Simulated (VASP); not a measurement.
# HgTe: single point with PBE

The system is HgTe.

```
CELL_PARAMETERS angstrom
0.00000 2.92150 2.86307
2.92150 0.00000 2.86307
2.92150 2.92150 0.00000
ATOMIC_POSITIONS crystal
Hg 0.00000 0.00000 0.00000
Te 0.50000 0.50000 0.50000
```

This cell differs from its parent crystal: z stretched by -2 %, then relaxed in part.

| Property | Result |
| --- | --- |
| Program | VASP 6.6.1 |
| Task | single point |
| Functional | PBE |
| Potentials or basis | VASP PAW PBE potentials, release 64 (Hg, Te) |
| Cutoff | 520 eV |
| k mesh | 14 × 14 × 14 |
| Occupations | fermi-dirac, width 0.05 eV |
| Spin | no spin polarisation |

```yaml
Pressure: 12.8 GPa
Band_gap_on_the_k_mesh: zero (bands 9 and 10 overlap by 3.50 eV)
```

Stress tensor (GPa, compression positive):
```
11.91  0.00  0.00
 0.00 11.91  0.00
 0.00  0.00 14.71
```

Levels at points of the mesh, in eV from the Fermi level:
```csv
k point,band 7,band 8,band 9,band 10,band 11,band 12
"(0.00, 0.00, 0.00)",-1.07,-0.91,-0.91,-0.26,7.69,7.69
"(0.50, 0.00, 0.00)",-6.18,0.35,0.51,2.41,3.60,3.81
"(0.50, 0.50, 0.00)",-5.37,-3.09,-2.99,-2.99,4.52,9.94
"(0.50, 0.00, 0.50)",-5.36,-3.02,-2.92,-2.79,4.64,9.70
```

Wall time 3.3 min on 1 thread of Intel Xeon 8259CL, with other jobs on the host, peak memory 0.33 GiB.

Caveat: the cell differs from its parent crystal (z stretched by -2 %, then relaxed in part); the cell stands under pressure; spin-orbit coupling is left out, which moves the levels of the heavy elements.
